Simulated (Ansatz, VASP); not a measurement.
Sr: VASP beside Ansatz

INCAR

```
SYSTEM = Sr
ALGO = Normal
EDIFF = 1E-6
ENCUT = 500
GGA = PE
GGA_COMPAT = .FALSE.
ISIF = 2
ISMEAR = 0
LASPH = .TRUE.
LCHARG = .FALSE.
LREAL = .FALSE.
LWAVE = .FALSE.
NBANDS = 11
NELM = 120
PREC = Accurate
SIGMA = 0.1
```

Contents of KPOINTS:

```
k-points
0
G
  4 4 4
  0 0 0
```

POSCAR

```
Sr
1.0
   -2.1973676246      2.1973676246      2.1973676246
    2.1973676246     -2.1973676246      2.1973676246
    2.1973676246      2.1973676246     -2.1973676246
Sr
1
Direct
    0.0000000000      0.0000000000      0.0000000000
```

Input for Ansatz:

```yaml
crystal:
  lattice:
    - [-2.1973676246, 2.1973676246, 2.1973676246]
    - [2.1973676246, -2.1973676246, 2.1973676246]
    - [2.1973676246, 2.1973676246, -2.1973676246]
  atoms:
    - { symbol: Sr, position: [0.0, 0.0, 0.0] }
basis:
  ecutwfc: 420
kpoints:
  mp_grid: { grid: [4, 4, 4] }
hamiltonian:
  xc: pbe
scf:
  occupations: { method: gaussian, width: 0.1 }
output:
  forces: true
  stress: true
  eigenvalues: true
```

Alike in both runs: task single point; functional PBE; k mesh 4 × 4 × 4; occupations gaussian, width 0.1 eV; no spin polarisation.

|  | VASP | Ansatz |
| --- | --- | --- |
| version | VASP 6.6.1 | Ansatz 0.2.0 |
| potentials or method | VASP PAW PBE potentials, release 64 (Sr_sv), cutoff 500 eV | scalar-relativistic, plane waves, PAW |
| valence electrons in the cell | 10 | 10 |

```csv
,VASP,Ansatz,Ansatz less VASP
gap on the k mesh at the Fermi level (eV),none,none,-
pressure (GPa),4.3,4.3,-0.03
```

A gap of «none» marks a metal or a gap that the smearing closes.

The k mesh is coarse, so the values compare programs but aren't converged.
